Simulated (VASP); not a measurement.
Here is a VASP 6.6.1 calculation.

POSCAR

```
AgI
1.0
    0.0000000000      3.3103217226      3.3103217226
    3.3103217226      0.0000000000      3.3103217226
    3.3103217226      3.3103217226      0.0000000000
Ag I
1 1
Direct
    0.0000000000      0.0000000000      0.0000000000
    0.2500000000      0.2500000000      0.2500000000
```

The input INCAR.step1:

```
ALGO     = Normal         # electronic algorithm
EDIFF    = 1E-5           # SCF threshold, eV
ENCUT    = 550            # plane-wave cutoff, eV
GGA      = PE             # functional
GGA_COMPAT= False        
ISMEAR   = 0              # smearing method
LASPH    = True           # aspherical terms in the spheres
LCHARG   = False          # write CHGCAR
LREAL    = False          # projectors in reciprocal space
LWAVE    = True           # write WAVECAR
NBANDS   = 16             # bands
NELM     = 120            # most SCF steps
PREC     = Accurate       # precision mode
SIGMA    = 0.01           # smearing width, eV
```

Contents of INCAR.step2:

```
ALGO     = Normal         # electronic algorithm
EDIFF    = 1E-6           # SCF threshold, eV
ENCUT    = 550            # plane-wave cutoff, eV
GGA_COMPAT= False        
ISIF     = 2              # what is computed and relaxed
ISMEAR   = 0              # smearing method
ISTART   = 1            
LASPH    = True           # aspherical terms in the spheres
LCHARG   = True           # write CHGCAR
LELF     = True           # ELF
LMIXTAU  = True         
LREAL    = False          # projectors in reciprocal space
LVHAR    = True         
LWAVE    = False          # write WAVECAR
METAGGA  = R2SCAN         # meta-GGA
NBANDS   = 16             # bands
NELM     = 120            # most SCF steps
PREC     = Accurate       # precision mode
SIGMA    = 0.01           # smearing width, eV
```

The input KPOINTS:

```
k-points
0
Gamma
  5 5 5
```

Potentials or basis: VASP PAW PBE potentials, release 64 (Ag, I).

Run with:

```console
$ cat potpaw_PBE.64/Ag/POTCAR potpaw_PBE.64/I/POTCAR > POTCAR
$ cp INCAR.step1 INCAR
$ mpirun -np 1 vasp_std > vasp.out
$ cp INCAR.step2 INCAR
$ mpirun -np 1 vasp_std > vasp.out
```

Question: Predict the pressure.

Answer: -0.6 GPa.

Question: Estimate the band gap on the k mesh.

Answer: 1.79 eV.

Caveat: the PAW data sets were made with another functional, which shifts forces and pressure a little; spin-orbit coupling is left out, which moves the levels of the heavy elements. r2SCAN opens gaps a little over a GGA but as a rule still falls short of measured ones.
